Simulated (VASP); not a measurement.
Input of a VASP 6.6.1 run:

INCAR

```
  PREC = Accurate
  ENCUT = 520
  EDIFF = 1E-7
  ISMEAR = 0
  SIGMA = 0.05
  LREAL = False
  LASPH = True
  NELM = 60
  ALGO = Normal
  ISIF = 2
  LWAVE = False
  LCHARG = False
  GGA = PE
  NBANDS = 36
```

File KPOINTS:

```
Automatic mesh
0
Gamma
  10 10 2
```

The input POSCAR:

```
SiC
1.0
    2.1898640950     -2.1898640950      0.0000000000
    2.1898640950      0.0000000000     -2.1898640950
   11.3575325913     11.3575325913     11.3575325913
Si C
6 6
Direct
    1.0000000000      0.0000000000      0.3052593340
    0.3333333333      0.3333333333      0.1767182636
    0.6666666667      0.6666666667      0.4338004045
    1.0000000000      1.0000000000      0.6908825453
    0.3333333333      0.3333333333      0.5623414749
    0.6666666667      0.6666666667      0.0481771932
    0.6666666667      0.6666666667      0.3373946016
    0.0000000000      0.0000000000      0.2088535312
    0.3333333333      0.3333333333      0.4659356721
    0.6666666667      0.6666666667      0.7230178129
    0.0000000000      0.0000000000      0.5944767425
    0.3333333333      0.3333333333      0.0803124608
```

Potentials or basis: VASP PAW PBE potentials, release 64 (Si, C).

Command:

```console
$ cat potpaw_PBE.64/Si/POTCAR potpaw_PBE.64/C/POTCAR > POTCAR
$ mpirun -np 1 vasp_std > vasp.out
```

Problem. Estimate the largest force.

Solution. 2.766 eV/Å.

Problem. Predict the band gap on the k mesh.

Solution. Zero (bands 24 and 25 overlap by 0.15 eV).

Problem. What does it give for the pressure?

Solution. -0.3 GPa.

Forces in eV/Å, atoms in the order of the input:
```
Si   0.155  0.155  0.155
Si   0.168  0.168  0.168
Si   0.133  0.133  0.133
Si   1.597  1.597  1.597
Si   0.205  0.205  0.205
Si   0.575  0.575  0.575
C   -0.130 -0.130 -0.130
C   -0.180 -0.180 -0.180
C   -0.154 -0.154 -0.154
C   -1.316 -1.316 -1.316
C   -0.393 -0.393 -0.393
C   -0.660 -0.660 -0.660
```

Caveat: the cell differs from its parent crystal (the distance across one plane changed); forces of over 1 eV/Å act on the atoms, so gaps and moduli don't describe the material at rest.
